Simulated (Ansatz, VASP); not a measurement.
# One calculation of LiCaF3, two programs

```
Li Ca F
1.0
     3.76124    0.00000    0.00000
     0.00000    3.76124    0.00000
     0.00000    0.00000    3.81766
Li Ca F
1 1 3
Direct
  0.50000 0.50000 0.50000
  0.00000 0.00000 0.00000
  0.00000 0.50000 0.50000
  0.50000 0.50000 0.00000
  0.50000 0.00000 0.50000
```

Change from the starting cell: strain +0.0150 x Voigt [0, 0, 1, 0, 0, 0], atoms carried along.

Alike in both runs: task single point; functional LDA; k mesh 6 × 6 × 6; occupations gaussian, width 0.05 eV; no spin polarisation.

|  | VASP | Ansatz |
| --- | --- | --- |
| version | VASP 6.6.1 | Ansatz 0.2.0 |
| potentials or method | VASP PAW LDA potentials, release 64 (Li_sv, Ca_sv, F), cutoff 520 eV | scalar-relativistic, plane waves, PAW |
| valence electrons in the cell | 34 | 34 |

Ansatz gave:

* gap on the k mesh at the Fermi level (eV): 6.20
* least direct gap on the mesh (eV): 6.39

**Question.** What did VASP give for the same quantities?

**Answer.** gap on the k mesh at the Fermi level (eV): 6.19; least direct gap on the mesh (eV): 6.37.

LDA's correlation is that of Perdew and Zunger in VASP and of Perdew and Wang (1992) in Ansatz.

Noted on VASP's run: the cutoff is short for stress, so the pressure is rough.
